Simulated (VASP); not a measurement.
Input of a VASP 6.6.1 run:

The input INCAR:

```
PREC = Accurate
ENCUT = 520
EDIFF = 1E-7
ISMEAR = -1
SIGMA = 0.08
LREAL = F
LASPH = T
NELM = 80
ALGO = Normal
ISIF = 2
LWAVE = F
LCHARG = T
GGA = PE
LELF = T
LVHAR = T
NBANDS = 16
```

Contents of KPOINTS:

```
Automatic mesh
0
Gamma
  15 15 8
```

Contents of POSCAR:

```
Co
1.0
    2.2699207476      0.0000000000      0.0000000000
   -1.1349603738      1.9658090320      0.0000000000
    0.0000000000      0.0000000000      3.7080788767
Co
2
Direct
    0.6666666667      0.3333333333      0.2598610000
    0.3333333333      0.6666666667      0.7401390000
```

Potentials or basis: VASP PAW PBE potentials, release 64 (Co).

Launch:

```console
$ cat potpaw_PBE.64/Co/POTCAR > POTCAR
$ mpirun -np 1 vasp_std > vasp.out
```

(1) Predict the band gap on the k mesh.

(2) Predict the pressure.

(3) What does it give for the largest force?

Results:

(1) zero (band 9 reaches 15.35 eV, above the bottom of band 10 at 13.26 eV).

(2) 94.7 GPa.

(3) 1.763 eV/Å.

Caveat: the run has no spin polarisation, though such a crystal can be magnetic; forces of over 1 eV/Å act on the atoms, so gaps and moduli don't describe the material at rest.
